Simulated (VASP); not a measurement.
# Ti (Fm-3m) in VASP: further runs, part 2 of 2

VASP 6.6.1. Earlier steps stand in the parts before.

### 3 Single point, PBE

This run uses another cell than the first one, of 16.73 Å³/atom, 0.943 times its volume.

Input file INCAR:

```
  ALGO = Fast
  EDIFF = 1E-6
  ENCUT = 520
  GGA = PE
  ISIF = 2
  ISMEAR = -1
  LASPH = True
  LCHARG = False
  LREAL = False
  LWAVE = False
  NBANDS = 12
  NELM = 60
  PREC = Accurate
  SIGMA = 0.05
```

Input file KPOINTS:

```
k-points
0
Gamma
  11 11 11
```

Input file POSCAR:

```
Ti
1.0
    0.0000000000      2.0300000000      2.0300000000
    2.0300000000      0.0000000000      2.0300000000
    2.0300000000      2.0300000000      0.0000000000
Ti
1
Direct
    0.0000000000      0.0000000000      0.0000000000
```

Potentials or basis: VASP PAW PBE potentials, release 64 (Ti_sv).

Launch:

```console
$ cat potpaw_PBE.64/Ti_sv/POTCAR > POTCAR
$ mpirun -np 1 vasp_std > vasp.out
```

OUTCAR:

```text
EDIFF = 1E-6
   ENCUT = 520
   GGA = PE
   ISIF = 2
   ISMEAR = -1
   LASPH = True
   LREAL = False
   NELM = 60
   PREC = Accurate

 ion  position               nearest neighbor table
   1  0.000  0.000  0.000-

  LATTYP: Found a face centered cubic cell.
 ALAT       =     4.0600000000

  Lattice vectors:

 A1 = (   0.0000000000,   2.0300000000,   2.0300000000)
 A2 = (   2.0300000000,   0.0000000000,   2.0300000000)
 A3 = (   2.0300000000,   2.0300000000,   0.0000000000)

Analysis of symmetry for initial positions (statically):
[... 532 lines left out ...]
      7       9.4435      0.00000
      8      10.4415      0.00000
      9      10.4560      0.00000
     10      12.2478      0.00000
     11      22.4347      0.00000
     12      22.9627      0.00000

 [... further k-points ...]
[... 5 lines left out ...]
  --------------------------------------------------------------------------------------
  -------------------------------------------------------------------------------------
  Total        0.3986203      0.3986203      0.3986203      0.0000000      0.0000000     -0.0000000
  in kB       38.1726085     38.1726085     38.1726085      0.0000000      0.0000000     -0.0000000
  external PRESSURE =      38.1726085 kB  Pullay stress =       0.0000000 kB

 VOLUME and BASIS-vectors are now :
 -----------------------------------------------------------------------------
  energy-cutoff  :      520.00
  volume of cell :       16.73
      direct lattice vectors                 reciprocal lattice vectors
     0.000000000  2.030000000  2.030000000    -0.246305419  0.246305419  0.246305419
     2.030000000  0.000000000  2.030000000     0.246305419 -0.246305419  0.246305419
     2.030000000  2.030000000  0.000000000     0.246305419  0.246305419 -0.246305419

 POSITION                                       TOTAL-FORCE (eV/Angst)
 -----------------------------------------------------------------------------------
      0.00000      0.00000      0.00000         0.000000     -0.000000     -0.000000
 -----------------------------------------------------------------------------------
    total drift:                               -0.000000      0.000000      0.000000

  FREE ENERGIE OF THE ION-ELECTRON SYSTEM (eV)
  ---------------------------------------------------
  free  energy   TOTEN  =        -7.7801986706 eV

  energy  without entropy=       -7.7689930531  energy(sigma->0) =       -7.77459586
```

OSZICAR:

```text
N       E                     dE             d eps       ncg     rms          rms(c)
DAV:   1     0.882222562828E+02    0.88222E+02   -0.65502E+03  1348   0.121E+03
DAV:   2    -0.407098090931E+01   -0.92293E+02   -0.89771E+02  1360   0.297E+02
DAV:   3    -0.861125592159E+01   -0.45403E+01   -0.44879E+01  1816   0.670E+01
[... 12 lines left out ...]
RMM:  16    -0.778018969351E+01   -0.89562E-05   -0.83827E-05  1616   0.469E-02    0.633E-03
RMM:  17    -0.778019409556E+01   -0.44020E-05   -0.40688E-05  1559   0.362E-02    0.245E-03
RMM:  18    -0.778019656519E+01   -0.24696E-05   -0.25380E-05  1485   0.272E-02    0.851E-04
RMM:  19    -0.778019783992E+01   -0.12747E-05   -0.12462E-05  1220   0.179E-02    0.118E-03
RMM:  20    -0.778019867057E+01   -0.83065E-06   -0.79622E-06  1086   0.130E-02
   1 F= -.77801987E+01 E0= -.77745959E+01  d E =-.112056E-01
```

Run time: 11 s. Hardware: 1 thread of Intel Xeon Platinum 8488C (Sapphire Rapids), shared host; peak memory 0.13 GiB.

Results:

```
Free energy            : -7.7802 eV
Pressure               : 3.8 GPa
Band gap on the k mesh : zero (band 6 reaches 9.53 eV, above the bottom of band 7 at 8.34 eV)
```

### 4 Single point, PBE (volume scaled by 1.04)

Input file INCAR:

```
SYSTEM = Ti
PREC     = Accurate       ! precision mode
ENCUT    = 520            ! plane-wave cutoff, eV
EDIFF    = 1E-6           ! SCF threshold, eV
ISMEAR   = -1             ! smearing method
SIGMA    = 0.05           ! smearing width, eV
LREAL    = .False.        ! projectors in reciprocal space
LASPH    = .True.         ! aspherical terms in the spheres
NELM     = 80             ! most SCF steps
ALGO     = Normal         ! electronic algorithm
ISIF     = 2              ! what is computed and relaxed
LWAVE    = .False.        ! write WAVECAR
LCHARG   = .False.        ! write CHGCAR
GGA      = PE             ! functional
NBANDS   = 12             ! bands
```

Input file KPOINTS:

```
Automatic mesh
0
Gamma
  11 11 11
  0 0 0
```

Input file POSCAR:

```
Ti
1.0
    0.0000000000      2.0567135898      2.0567135898
    2.0567135898      0.0000000000      2.0567135898
    2.0567135898      2.0567135898      0.0000000000
Ti
1
Direct
    0.0000000000      0.0000000000      0.0000000000
```

Launch:

```console
$ cat potpaw_PBE.64/Ti_sv/POTCAR > POTCAR
$ mpirun -np 1 vasp_std > vasp.out
```

Run time: 6.1 s. Hardware: 1 thread of Intel Xeon Platinum 8488C (Sapphire Rapids), shared host; peak memory 0.14 GiB.

It converged, with:

```
Free energy            : -7.7872 eV
Pressure               : -0.5 GPa
Band gap on the k mesh : zero (band 6 reaches 9.08 eV, above the bottom of band 7 at 7.93 eV)
```

Levels at points of the mesh, in eV from the Fermi level:
| k point | band 2 | band 3 | band 4 | band 5 | band 6 | band 7 | band 8 | band 9 | band 10 | band 11 |
| --- | --- | --- | --- | --- | --- | --- | --- | --- | --- | --- |
| (0.00, 0.00, 0.00) | -32.56 | -32.56 | -32.56 | -6.09 | 0.88 | 0.88 | 0.88 | 2.51 | 2.51 | 15.24 |

Caveat: the cell differs from its parent crystal (volume scaled by 1.04).

### 5 Summary

| level | U | cell | smearing | gap on the mesh (eV) | pressure (GPa) |
| --- | --- | --- | --- | --- | --- |
| PBE+D3(BJ)+U | Ti d U = 6.2 eV | a = 2.927 Å, angles 60.0°, 1 atom | methfessel-paxton 0.05 eV | none | 7.0 |
| PBE | - | a = 2.871 Å, angles 60.0°, 1 atom | fermi-dirac 0.05 eV | none | 3.8 |
| PBE | - | a = 2.909 Å, angles 60.0°, 1 atom | fermi-dirac 0.05 eV | none | -0.5 |

Alike in all rows: task single point; potentials or basis VASP PAW PBE potentials, release 64 (Ti_sv); no spin polarisation; k mesh 11 × 11 × 11; cutoff (eV) 520.

Caveats: U without spin polarisation on a metal has little footing (some runs); pairwise dispersion overbinds metals, which lowers pressure and volume (some runs); the U is typed as a test and isn't derived for this compound (some runs).

Total energies depend on the potentials used, so only differences within one code and one set of settings carry meaning.
